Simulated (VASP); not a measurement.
Wanted: the native input for a VASP 6.6.1 run.

```
Task                   : relaxation of cell and atoms
Functional             : PBE
Potentials or basis    : VASP PAW PBE potentials, release 64 (Zn, S)
Cutoff                 : 600 eV
k mesh                 : 12 × 12 × 6
Occupations            : gaussian, width 0.02 eV
Spin                   : no spin polarisation
Target pressure        : 40 GPa
Dipole correction      : no
Further INCAR settings : ALGO = Normal; EDIFF = 1e-07; IBRION = 2; EDIFFG = -0.008; NSW = 70; ISIF = 3
```

The structure of ZnS lies in POSCAR:

```
ZnS
1.0
    3.5016248082      0.0000000000      0.0000000000
   -1.7508124041      3.0324960384      0.0000000000
    0.0000000000      0.0000000000      5.8024022180
Zn S
2 2
Direct
    0.3333333333      0.6666666667      0.0019944007
    0.6666666667      0.3333333333      0.5019944007
    0.3333333333      0.6666666667      0.3730055993
    0.6666666667      0.3333333333      0.8730055993
```

One way to write it, as run:

INCAR

```
SYSTEM = ZnS
PREC     = Accurate       ! precision mode
ENCUT    = 600            ! plane-wave cutoff, eV
EDIFF    = 1E-7           ! SCF threshold, eV
ISMEAR   = 0              ! smearing method
SIGMA    = 0.02           ! smearing width, eV
LREAL    = .FALSE.        ! projectors in reciprocal space
LASPH    = .TRUE.         ! aspherical terms in the spheres
NELM     = 60             ! most SCF steps
ALGO     = Normal         ! electronic algorithm
ISIF     = 3              ! what is computed and relaxed
LWAVE    = .FALSE.        ! write WAVECAR
LCHARG   = .FALSE.        ! write CHGCAR
GGA      = PE             ! functional
IBRION   = 2              ! ionic algorithm
NSW      = 70             ! ionic steps
EDIFFG   = -0.008         ! ionic threshold
PSTRESS  = 400.0
```

KPOINTS

```
regular mesh
0
G
  12 12 6
  0 0 0
```

Potentials or basis: VASP PAW PBE potentials, release 64 (Zn, S).

The run is started by

```console
$ cat potpaw_PBE.64/Zn/POTCAR potpaw_PBE.64/S/POTCAR > POTCAR
$ mpirun -np 1 vasp_std > vasp.out
```

It gave:

The relaxed volume is 14.97 Å³/atom, the relaxed cell is a = 3.447 Å, b = 3.447 Å, c = 5.820 Å, α = 90.00°, β = 90.00°, γ = 120.00° and the space group after relaxing (to 0.1 Å) is P6_3mc (No. 186). The energy change on relaxing (the run minimises the enthalpy) is +98.7 meV/atom, the ionic steps are 10 and the pressure after relaxing is 40.0 GPa. The band gap on the k mesh is 2.93 eV (least direct gap 3.33 eV).

Caveat: the cell is relaxed towards a set pressure, so the run minimises the enthalpy, not the energy.

Wall time 7.3 min on 1 thread of AMD EPYC 9R45 (Zen 5) (shared host), peak memory 0.23 GiB.
